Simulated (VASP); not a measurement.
Here is a VASP 6.6.1 calculation.

File INCAR:

```
SYSTEM = GaCo
ALGO = Normal
EDIFF = 1E-7
ENCUT = 520
GGA = CA
ISIF = 2
ISMEAR = -1
LASPH = .TRUE.
LCHARG = .FALSE.
LREAL = .FALSE.
LWAVE = .FALSE.
NBANDS = 18
NELM = 80
PREC = Accurate
SIGMA = 0.08
```

File KPOINTS:

```
k-points
0
G
  11 11 11
  0 0 0
```

Contents of POSCAR:

```
GaCo
1.0
    2.9709021723      0.0000000000      0.0000000000
    0.0000000000      2.9709021723      0.0000000000
    0.0000000000      0.0000000000      2.9709021723
Ga Co
1 1
Direct
    0.5000000000      0.5000000000      0.5000000000
    0.0000000000      0.0000000000      0.0000000000
```

Potentials or basis: VASP PAW LDA potentials, release 64 (Ga_d, Co).

Launch:

```console
$ cat potpaw_LDA.64/Ga_d/POTCAR potpaw_LDA.64/Co/POTCAR > POTCAR
$ mpirun -np 1 vasp_std > vasp.out
```

(1) What does it give for the pressure?

(2) Estimate the band gap on the k mesh.

Results:

(1) -24.2 GPa.

(2) zero (band 11 reaches 8.90 eV, above the bottom of band 12 at 8.07 eV).
